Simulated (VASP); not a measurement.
Here is a VASP 6.6.1 calculation.

File POSCAR:

```
Pt
1.0
    0.0000000000      1.9701316837      1.9701316837
    1.9701316837      0.0000000000      1.9701316837
    1.9701316837      1.9701316837      0.0000000000
Pt
1
Direct
    0.0000000000      0.0000000000      0.0000000000
```

The input INCAR.step1:

```
ALGO = Normal
EDIFF = 1E-4
ENCUT = 600
GGA = PE
ISMEAR = -1
LASPH = True
LCHARG = False
LREAL = False
LWAVE = True
NELM = 60
PREC = Accurate
SIGMA = 0.05
```

Contents of INCAR.step2:

```
ALGO = Normal
EDIFF = 1E-7
EDIFFG = -0.002
ENCUT = 600
IBRION = 2
ISIF = 3
ISMEAR = -1
ISTART = 1
LASPH = True
LCHARG = False
LMIXTAU = True
LREAL = False
LWAVE = False
METAGGA = R2SCAN
NELM = 60
NSW = 100
PREC = Accurate
PSTRESS = 40.0
SIGMA = 0.05
```

File KPOINTS:

```
k-points
0
Gamma
  24 24 24
```

Potentials or basis: VASP PAW PBE potentials, release 64 (Pt).

Run with:

```console
$ cat potpaw_PBE.64/Pt/POTCAR > POTCAR
$ cp INCAR.step1 INCAR
$ mpirun -np 1 vasp_std > vasp.out
$ cp INCAR.step2 INCAR
$ mpirun -np 1 vasp_std > vasp.out
```

Q: Estimate the relaxed volume.

A: 15.12 Å³/atom.

Q: Estimate the relaxed cell.

A: a = 2.776 Å, b = 2.776 Å, c = 2.776 Å, α = 60.00°, β = 60.00°, γ = 60.00°.

The path:
```
step  energy change (eV)  largest force (eV/Å)  pressure (GPa)  volume (Å³)
   1              0.0000                0.0000            0.76        15.29
   2              0.0315                0.0000           14.91        14.62
   3              0.0025                0.0000            3.97        15.12
   4              0.0026                0.0000            4.08        15.12
   5              0.0022                0.0000            3.77        15.13
   6              0.0025                0.0000            4.01        15.12
```

Caveat: the cell is relaxed towards a set pressure, so the run minimises the enthalpy, not the energy; the PAW data sets were made with another functional, which shifts forces and pressure a little.
